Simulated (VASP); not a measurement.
A run of VASP 6.6.1:

File INCAR:

```
  PREC = Accurate
  ENCUT = 520
  EDIFF = 1E-6
  ISMEAR = -1
  SIGMA = 0.3275
  LREAL = F
  LASPH = T
  NELM = 80
  ALGO = Normal
  ISIF = 2
  LWAVE = F
  LCHARG = F
  GGA = PE
  ISYM = 0
  NBANDS = 45
```

Contents of KPOINTS:

```
regular mesh
0
Gamma
  1 1 1
```

File POSCAR:

```
Si3N4
1.0
    5.3378070000     -0.0461070000     -0.0620370000
   -0.0461070000      5.3190510000      0.1015160000
   -0.0620370000      0.1015160000      5.4132090000
Si N
6 8
Direct
    0.6153267758      0.0909015246      0.4548152617
    0.1637084538      0.5342750086      0.0321632731
    0.7618294391      0.5647005325      0.2542332050
    0.1135387114      0.0392369323      1.4177931103
    0.6230230634      0.5306000950      0.7514949234
    0.3934115553      0.0414674887      0.9508682297
    0.3239736736      0.1343735224      0.6300172952
    0.8424577044      0.9820837000      0.6446265680
    0.0943278068      0.6903882961      0.3673274680
   -0.1411381095     -0.4071183724      0.8916617193
    0.3885661160      0.6963776779      0.8705941337
    0.4535362937     -0.1411633470      0.2847949099
    0.6711269441      0.2312886138      0.9523200023
    0.1627178541      0.2138006391      1.0915710703
```

Potentials or basis: VASP PAW PBE potentials, release 64 (Si, N).

Run with:

```sh
$ cat potpaw_PBE.64/Si/POTCAR potpaw_PBE.64/N/POTCAR > POTCAR
$ mpirun -np 1 vasp_gam > vasp.out
```

Hardware: 1 thread of Intel(R) Xeon(R) Platinum 8488C (Sapphire Rapids) (shared host).

Problem. Estimate the wall time of this run.

Solution. It took 13 s on 1 thread of Intel(R) Xeon(R) Platinum 8488C (Sapphire Rapids) (shared host), peak memory 0.22 GiB. Counts: scf iterations 17, k points 1.
